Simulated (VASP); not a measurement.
A run of VASP 6.6.1 is set up as follows.

File INCAR:

```
SYSTEM = MoS2
  PREC = Accurate
  ENCUT = 520
  EDIFF = 1E-6
  ISMEAR = 1
  SIGMA = 0.2
  LREAL = .False.
  LASPH = .True.
  NELM = 60
  ALGO = Normal
  ISIF = 2
  LWAVE = .False.
  LCHARG = .False.
  GGA = PS
  NBANDS = 35
```

Contents of KPOINTS:

```
Automatic mesh
0
Gamma
  12 12 4
  0 0 0
```

POSCAR

```
MoS2
1.0
    3.2839288221      0.0000000000      0.0000000000
   -1.6419644111      2.8439657841      0.0000000000
    0.0000000000      0.0000000000     11.7804378635
Mo S
2 4
Direct
    0.3333333333      0.6666666667      0.2500000000
    0.6666666667      0.3333333333      0.7500000000
    0.3333333333      0.6666666667      0.6259932117
    0.6666666667      0.3333333333      0.1259932117
    0.3333333333      0.6666666667      0.8740067883
    0.6666666667      0.3333333333      0.3740067883
```

Potentials or basis: VASP PAW PBE potentials, release 64 (Mo_sv, S).

Run with:

```console
$ cat potpaw_PBE.64/Mo_sv/POTCAR potpaw_PBE.64/S/POTCAR > POTCAR
$ mpirun -np 1 vasp_std > vasp.out
```

(1) Estimate the largest force.

(2) What does it give for the pressure?

## Answers

(1) 0.973 eV/Å.

(2) -2.2 GPa.

Caveat: the stress differs along the axes, from -8 to 9 GPa; the PAW data sets were made with another functional, which shifts forces and pressure a little; this functional lacks dispersion, which binds layers or chains, so the pressure and a relaxed spacing across them are unreliable.
